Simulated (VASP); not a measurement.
# Si (I4_1/amd) in VASP: relaxation of the atoms with PBE

Aim: the relaxation of the atoms of Si with PBE.

Everything below comes from runs of VASP 6.6.1. Logs are shortened: lines on timing, memory, paths and dates and some standing lists are left out, and cuts for length are marked.

**1. The cell of the first run**

Symmetry: I4_1/amd, No. 141, tetragonal system. Conventional cell: a = 3.840 Å, b = 3.840 Å, c = 5.594 Å, α = 90.00°, β = 90.00°, γ = 90.00°. Within 3.1 Å of Si (site symmetry -4m2) lie 4 Si at 2.38 Å.

**2. Relaxation of the atoms, PBE (z stretched by +3 %)**

Input file INCAR:

```
PREC = Accurate
ENCUT = 450
EDIFF = 1E-7
ISMEAR = -1
SIGMA = 0.02
LREAL = F
LASPH = T
NELM = 120
ALGO = Normal
ISIF = 2
LWAVE = F
LCHARG = F
GGA = PE
IBRION = 2
NSW = 80
EDIFFG = -0.02
GGA_COMPAT = F
NELMIN = 4
```

Input file KPOINTS:

```
Automatic mesh
0
Gamma
  14 14 14
```

Input file POSCAR:

```
Si
1.0
    0.0000000000      2.7153500000      2.7968105000
    2.7153500000      0.0000000000      2.7968105000
    2.7153500000      2.7153500000      0.0000000000
Si
2
Direct
    0.0000000000      0.0000000000      0.0000000000
    0.2500000000      0.2500000000      0.2500000000
```

Potentials or basis: VASP PAW PBE potentials, release 64 (Si).

Launch:

```
$ cat potpaw_PBE.64/Si/POTCAR > POTCAR
$ mpirun -np 1 vasp_std > vasp.out
```

OUTCAR:

```text
PREC = Accurate
   ENCUT = 450
   EDIFF = 1E-7
   ISMEAR = -1
   LREAL = F
   LASPH = T
   NELM = 120
   ISIF = 2
   GGA = PE
   IBRION = 2
   NSW = 80
   EDIFFG = -0.02
   NELMIN = 4

 ion  position               nearest neighbor table
   1  0.000  0.000  0.000-   2 2.38   2 2.38   2 2.38   2 2.38
   2  0.250  0.250  0.250-   1 2.38   1 2.38   1 2.38   1 2.38

  LATTYP: Found a body centered tetragonal cell.
 ALAT       =     3.8400847966
 C/A-ratio  =     1.4566399692

  Lattice vectors:

 A1 = (  -2.7153500000,   0.0000000000,   2.7968105000)
 A2 = (   2.7153500000,   0.0000000000,   2.7968105000)
 A3 = (   0.0000000000,   2.7153500000,  -2.7968105000)

Analysis of symmetry for initial positions (statically):
=====================================================================
 Subroutine PRICEL returns:
 Original cell was already a primitive cell.

 Routine SETGRP: Setting up the symmetry group for a
 body centered tetragonal supercell.

 Subroutine GETGRP returns: Found 16 space group operations
 (whereof  8 operations were pure point group operations)
 out of a pool of 16 trial point group operations.

The static configuration has the point symmetry D_2d.
 The point group associated with its full space group is D_4h.

Analysis of symmetry for dynamics (positions and initial velocities):
=====================================================================
 Subroutine PRICEL returns:
 Original cell was already a primitive cell.

 Routine SETGRP: Setting up the symmetry group for a
 body centered tetragonal supercell.

 Subroutine GETGRP returns: Found 16 space group operations
 (whereof  8 operations were pure point group operations)
 out of a pool of 16 trial point group operations.

The dynamic configuration has the point symmetry D_2d.
 The point group associated with its full space group is D_4h.

 Subroutine INISYM returns: Found 16 space group operations
 (whereof  8 operations are pure point group operations),
 and found     1 'primitive' translations

----------------------------------------------------------------------------------------

                                     Primitive cell

  volume of cell :      41.2425

  direct lattice vectors                    reciprocal lattice vectors
     0.000000000  2.715350000  2.796810500    -0.184138325  0.184138325  0.178775073
     2.715350000  0.000000000  2.796810500     0.184138325 -0.184138325  0.178775073
     2.715350000  2.715350000  0.000000000     0.184138325  0.184138325 -0.178775073

  length of vectors
     3.898111670  3.898111670  3.840084797     0.315870815  0.315870815  0.315870815

  position of ions in fractional coordinates (direct lattice)
     0.000000000  0.000000000  0.000000000
     0.250000000  0.250000000  0.250000000

  ion indices of the primitive-cell ions
   primitive index   ion index
                 1           1
                 2           2

----------------------------------------------------------------------------------------

 KPOINTS: Automatic mesh

Automatic generation of k-mesh.
 Grid dimensions read from file:
 generate k-points for:   14   14   14

 Generating k-lattice:

  Cartesian coordinates                     Fractional coordinates (reciprocal lattice)
    -0.013152737  0.013152737  0.012769648     0.071428571  0.000000000  0.000000000
     0.013152737 -0.013152737  0.012769648     0.000000000  0.071428571  0.000000000
     0.013152737  0.013152737 -0.012769648     0.000000000  0.000000000  0.071428571

  Length of vectors
     0.022562201  0.022562201  0.022562201

  Shift w.r.t. Gamma in fractional coordinates (k-lattice)
     0.000000000  0.000000000  0.000000000

 Subroutine IBZKPT returns following result:
 ===========================================

 Found    244 irreducible k-points:

 Following reciprocal coordinates:
            Coordinates               Weight
  0.000000  0.000000  0.000000      1.000000
  0.071429 -0.000000  0.000000      8.000000
  0.142857 -0.000000  0.000000      8.000000
  0.214286  0.000000  0.000000      8.000000
  0.285714 -0.000000  0.000000      8.000000
  0.357143 -0.000000  0.000000      8.000000
[... 16 lines left out ...]
  0.214286  0.142857  0.000000      8.000000
  0.285714  0.142857  0.000000      8.000000
 [... further k-points ...]
   k-points           NKPTS =    244   k-points in BZ     NKDIM =    244   number of bands    NBANDS=      8
   number of dos      NEDOS =    301   number of ions     NIONS =      2
   total plane-waves  NPLWV =  21952
   dimension x,y,z NGX =    28 NGY =   28 NGZ =   28
   dimension x,y,z NGXF=    56 NGYF=   56 NGZF=   56
   ions per type =               2
   NGX,Y,Z   is equivalent  to a cutoff of  11.94, 11.94, 12.12 a.u.
   NGXF,Y,Z  is equivalent  to a cutoff of  23.88, 23.88, 24.24 a.u.
 SYSTEM =  unknown system
   PREC   = accura    normal or accurate (medium, high low for compatibility)
   ISTART =      0    job   : 0-new  1-cont  2-samecut
   ICHARG =      2    charge: 1-file 2-atom 10-const
   ISPIN  =      1    spin polarized calculation?
   LNONCOLLINEAR =      F non collinear calculations
   LSORBIT =      F    spin-orbit coupling
   LASPH  =      T    aspherical Exc in radial PAW
   ENCUT  =  450.0 eV  33.07 Ry    5.75 a.u.   6.74  6.74  6.64*2*pi/ulx,y,z
   NELM   =    120;   NELMIN=  4; NELMDL= -5     # of ELM steps
   EDIFF  = 0.1E-06   stopping-criterion for ELM
   LREAL  =      F    real-space projection
   EDIFFG = -.2E-01   stopping-criterion for IOM
   NSW    =     80    number of steps for IOM
   IBRION =      2    ionic relax: 0-MD 1-quasi-New 2-CG
   NFREE  =      1    steps in history (QN), initial steepest desc. (CG)
   ISIF   =      2    stress and relaxation
   ISYM   =      2    0-nonsym 1-usesym 2-fastsym
   POTIM  = 0.5000    time-step for ionic-motion
   TEBEG  =    0.0;   TEEND  =   0.0 temperature during run
   PSTRESS=    0.0 pullay stress
   NELECT =       8.0000    total number of electrons
   NUPDOWN=      -1.0000    fix difference up-down
   EMIN   =  10.00;   EMAX   =-10.00  energy-range for DOS
   EFERMI =   0.00;   METHOD = LEGACY
   ISMEAR =    -1;   SIGMA  =   0.02  broadening in eV -4-tet -1-fermi 0-gaus
   EFERMI_NEDOS =   21; number of points for ismear=-14 and -15
   IALGO  =     38    algorithm
   IMIX   =      4    mixing-type and parameters
     AMIX     =   0.40;   BMIX     =  1.00
     AMIX_MAG =   1.60;   BMIX_MAG =  1.00
  volume/ion in A,a.u.               =      20.62       139.16
  Fermi-wavevector in a.u.,A,eV,Ry     =   0.947669  1.790834 12.219069  0.898076
  Thomas-Fermi vector in A             =   2.075784
   LORBIT       =      0    0 simple, 1 ext, 2 COOP (PROOUT), +10 PAW based schemes
   GGA     = PE    functional components
   LHFCALC =     F    Hartree Fock is set to
   AEXX    =    0.0000 exact exchange contribution
   IVDW    =     0    specifies the selected vdW correction
   LEPSILON=     F    determine dielectric tensor
   LRPA    =     F    only Hartree local field effects (RPA)
 conjugate gradient relaxation of ions
 non-spin polarized calculation
  energy-cutoff  :      450.00
  volume of cell :       41.24
 maximum number of plane-waves:       911
   NGX = 13   NGY = 13   NGZ = 13

 number of electron       8.0000000 magnetization

 Free energy of the ion-electron system (eV)
  ---------------------------------------------------
  ext. energy  EPLUGINS =         0.00000000
  ---------------------------------------------------
  free energy    TOTEN  =       -10.84164761 eV

  energy without entropy =      -10.84164760  energy(sigma->0) =      -10.84164761

 E-fermi :   5.8329     XC(G=0):  -9.2949

 val. band max:        5.6034064798   @ k =   0.0000   0.0000   0.0000
 cond. band min:       6.0751279414   @ k =   0.4286   0.0000   0.4286
 fundamental gap:      0.4717214616
 Fermi energy:         5.8328517877

 k-point     1 :       0.0000    0.0000    0.0000
  band No.  band energies     occupation
      1      -6.2247      2.00000
      2       5.3903      2.00000
      3       5.6034      1.99998
      4       5.6034      1.99998
      5       8.0528      0.00000
      6       8.0528      0.00000
      7       8.1610      0.00000
      8       8.5552      0.00000

 k-point     2 :       0.0714   -0.0000    0.0000
  band No.  band energies     occupation
      1      -6.1595      2.00000
      2       4.8507      2.00000
      3       5.3667      2.00000
      4       5.5029      2.00000
      5       8.0794      0.00000
      6       8.2083      0.00000
      7       8.2959      0.00000
      8       9.1024      0.00000

 k-point     3 :       0.1429   -0.0000    0.0000
  band No.  band energies     occupation
      1      -5.9652      2.00000
      2       3.6131      2.00000
      3       5.1022      2.00000
      4       5.2725      2.00000
      5       7.8674      0.00000
      6       8.5712      0.00000
      7       8.6266      0.00000
      8      10.2999      0.00000

 k-point     4 :       0.2143    0.0000    0.0000
  band No.  band energies     occupation
      1      -5.6474      2.00000
      2       2.2985      2.00000
      3       4.8168      2.00000
      4       5.0181      2.00000
      5       7.5798      0.00000
      6       8.9218      0.00000
      7       8.9320      0.00000
      8      11.5738      0.00000

 k-point     5 :       0.2857   -0.0000    0.0000
  band No.  band energies     occupation
      1      -5.2186      2.00000
      2       1.0490      2.00000
      3       4.5660      2.00000
      4       4.7974      2.00000
      5       7.3136      0.00000
      6       9.0104      0.00000
      7       9.1102      0.00000
      8      12.7188      0.00000
[... 177 lines left out ...]
 k-point    22 :       0.1429    0.1429    0.0000
  band No.  band energies     occupation
      1      -5.8890      2.00000
      2       3.7449      2.00000
      3       4.6815      2.00000
      4       4.6815      2.00000
      5       7.5396      0.00000
      6       9.4139      0.00000
      7       9.4139      0.00000
      8       9.7596      0.00000

 k-point    23 :       0.2143    0.1429    0.0000
  band No.  band energies     occupation
      1      -5.6588      2.00000
      2       2.8789      2.00000
      3       4.3604      2.00000
      4       4.3920      2.00000
      5       7.5371      0.00000
      6       9.3739      0.00000
      7       9.9199      0.00000
      8      10.0110      0.00000

 k-point    24 :       0.2857    0.1429    0.0000
  band No.  band energies     occupation
      1      -5.3079      2.00000
      2       1.7861      2.00000
      3       3.9589      2.00000
      4       4.1737      2.00000
      5       7.7458      0.00000
      6       9.3038      0.00000
      7      10.0321      0.00000
      8      10.2492      0.00000

 [... further k-points ...]

------------------------ aborting loop because EDIFF is reached ----------------------------------------

  FORCE on cell =-STRESS in cart. coord.  units (eV):
  Direction    XX          YY          ZZ          XY          YZ          ZX
  --------------------------------------------------------------------------------------
  -------------------------------------------------------------------------------------
  Total        0.0545976      0.0545976     -0.7127800      0.0000000      0.0000000     -0.0000000
  in kB        2.1209939      2.1209939    -27.6899020      0.0000000      0.0000000     -0.0000000
  external PRESSURE =      -7.8159714 kB  Pullay stress =       0.0000000 kB

 VOLUME and BASIS-vectors are now :
 -----------------------------------------------------------------------------
  energy-cutoff  :      450.00
  volume of cell :       41.24
      direct lattice vectors                 reciprocal lattice vectors
     0.000000000  2.715350000  2.796810500    -0.184138325  0.184138325  0.178775073
     2.715350000  0.000000000  2.796810500     0.184138325 -0.184138325  0.178775073
     2.715350000  2.715350000  0.000000000     0.184138325  0.184138325 -0.178775073

 POSITION                                       TOTAL-FORCE (eV/Angst)
 -----------------------------------------------------------------------------------
      0.00000      0.00000      0.00000        -0.000000      0.000000     -0.000000
      1.35767      1.35767      1.39841         0.000000     -0.000000      0.000000
 -----------------------------------------------------------------------------------
    total drift:                                0.000000      0.000000     -0.000000

  FREE ENERGIE OF THE ION-ELECTRON SYSTEM (eV)
  ---------------------------------------------------
  free  energy   TOTEN  =       -10.8416476113 eV

  energy  without entropy=      -10.8416476028  energy(sigma->0) =      -10.84164761

 reached required accuracy - stopping structural energy minimisation
```

Run time: 33 s. Hardware: 1 thread of Intel Xeon Platinum 8488C (Sapphire Rapids), shared host; peak memory 0.18 GiB.

What came out:

```yaml
Free_energy: -10.8416 eV
Pressure_after_relaxing: -0.8 GPa
Band_gap_on_the_k_mesh: 0.47 eV, indirect (least direct gap 2.44 eV)
```

Final structure:
```xyz
2
Lattice="0.0000 2.7153 2.7968 2.7153 0.0000 2.7968 2.7153 2.7153 0.0000" Properties=species:S:1:pos:R:3 pbc="T T T"
Si    0.0000    0.0000    0.0000
Si    1.3577    1.3577    1.3984
```

Caveat: the cell differs from its parent crystal (z stretched by +3 %); the relaxation stopped at its first step, so nothing moved.
